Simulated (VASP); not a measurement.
A run of VASP 6.6.1:

Contents of INCAR:

```
SYSTEM = ScAl3
PREC = Accurate
ENCUT = 520
EDIFF = 1E-6
ISMEAR = 0
SIGMA = 0.15
LREAL = .FALSE.
LASPH = .TRUE.
NELM = 60
ALGO = Fast
ISIF = 2
LWAVE = .FALSE.
LCHARG = .FALSE.
GGA = PS
NBANDS = 18
```

The input KPOINTS:

```
Automatic mesh
0
G
  16 16 16
  0 0 0
```

POSCAR

```
ScAl3
1.0
   -1.9757815004      1.9757815004      4.3698183015
    1.9757815004     -1.9757815004      4.3698183015
    1.9757815004      1.9757815004     -4.3698183015
Sc Al
1 3
Direct
    0.0000000000      0.0000000000      0.0000000000
    0.7500000000      0.2500000000      0.5000000000
    0.2500000000      0.7500000000      0.5000000000
    0.5000000000      0.5000000000      0.0000000000
```

Potentials or basis: VASP PAW PBE potentials, release 64 (Sc_sv, Al).

Run with:

```bash
$ cat potpaw_PBE.64/Sc_sv/POTCAR potpaw_PBE.64/Al/POTCAR > POTCAR
$ mpirun -np 1 vasp_std > vasp.out
```

Hardware: 1 thread of Oxide Virtual Turin-like Processor (shared host).

Question: Estimate the wall time of this run.

Answer: Wall time 19 min on 1 thread of Oxide Virtual Turin-like Processor (shared host), peak memory 0.52 GiB. Counts: scf iterations 17, k points 349.
